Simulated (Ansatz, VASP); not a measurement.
## NaCl in VASP and in Ansatz

File INCAR:

```
PREC = Accurate
ENCUT = 500
EDIFF = 1E-7
ISMEAR = 0
SIGMA = 0.1
LREAL = F
LASPH = T
NELM = 120
ALGO = Normal
ISIF = 3
LWAVE = F
LCHARG = F
GGA = PE
IBRION = 2
NSW = 80
EDIFFG = -0.025
GGA_COMPAT = F
NELMIN = 4
```

KPOINTS

```
Automatic mesh
0
Gamma
  4 4 2
```

The input POSCAR:

```
NaCl
1.0
    0.0421779832      3.7535688202      0.0619601133
    1.8795881840     -1.9699490458     -6.8821719453
   -7.4335330970     -0.0843559665      0.0458722403
Na Cl
4 4
Direct
    0.7137869426      0.4092040122      0.8524641967
    0.6813674224      0.4030192513      0.3444969514
    0.9794520475      0.9022556708      0.7183888509
    0.9891080777      0.9352882576      0.2196762233
    0.2656599849      0.5793602994      0.6592951993
    0.3355171515      0.5943089274      0.1631436929
    0.5048107166      0.0928087946      0.5250242332
    0.5302976568      0.0837547867      0.0175106523
```

Input for Ansatz:

```yaml
crystal:
  lattice:
    - [0.0421779832, 3.7535688202, 0.0619601133]
    - [1.879588184, -1.9699490458, -6.8821719453]
    - [-7.433533097, -0.0843559665, 0.0458722403]
  atoms:
    - { symbol: Na, position: [0.7137869426, 0.4092040122, 0.8524641967] }
    - { symbol: Na, position: [0.6813674224, 0.4030192513, 0.3444969514] }
    - { symbol: Na, position: [0.9794520475, 0.9022556708, 0.7183888509] }
    - { symbol: Na, position: [0.9891080777, 0.9352882576, 0.2196762233] }
    - { symbol: Cl, position: [0.2656599849, 0.5793602994, 0.6592951993] }
    - { symbol: Cl, position: [0.3355171515, 0.5943089274, 0.1631436929] }
    - { symbol: Cl, position: [0.5048107166, 0.0928087946, 0.5250242332] }
    - { symbol: Cl, position: [0.5302976568, 0.0837547867, 0.0175106523] }
basis:
  ecutwfc: 420
kpoints:
  mp_grid: { grid: [4, 4, 2] }
hamiltonian:
  xc: pbe
scf:
  occupations: { method: gaussian, width: 0.1 }
  lower_state_search: "off"
output:
  forces: true
  stress: true
  eigenvalues: true
relax:
  adjacent_minimum: "off"
  f_tol: 0.025
  max_steps: 60
  cell: { stress_tol: 0.25 }
```

Change from the starting cell: cell x2, atoms moved at random (sigma 0.1 Å) and cell strained at random (1.5 %), then relaxed without symmetry.

Alike in both runs: task relaxation of cell and atoms; functional PBE; k mesh 4 × 4 × 2; occupations gaussian, width 0.1 eV; no spin polarisation.

|  | VASP | Ansatz |
| --- | --- | --- |
| version | VASP 6.6.1 | Ansatz 0.2.0 |
| potentials or method | VASP PAW PBE potentials, release 64 (Na_pv, Cl), cutoff 500 eV | scalar-relativistic, plane waves, PAW |
| valence electrons in the cell | 56 | 64 |

VASP gave:

| Property | Result |
| --- | --- |
| gap on the k mesh at the Fermi level, each at its own relaxed structure (eV) | 4.44 |
| relaxed volume (Å³/atom) | 23.37 |
| relaxed cell length with the largest relative difference (Å) | 7.299 |

Q: Which values does Ansatz return?

A: gap on the k mesh at the Fermi level, each at its own relaxed structure (eV): 4.42; relaxed volume (Å³/atom): 23.46; relaxed cell length with the largest relative difference (Å): 7.330.

VASP's potentials hold 56 valence electrons a cell and Ansatz's 64, so a difference there can come from the potentials and not from the codes.

The k mesh is coarse, so the values compare programs but aren't converged.
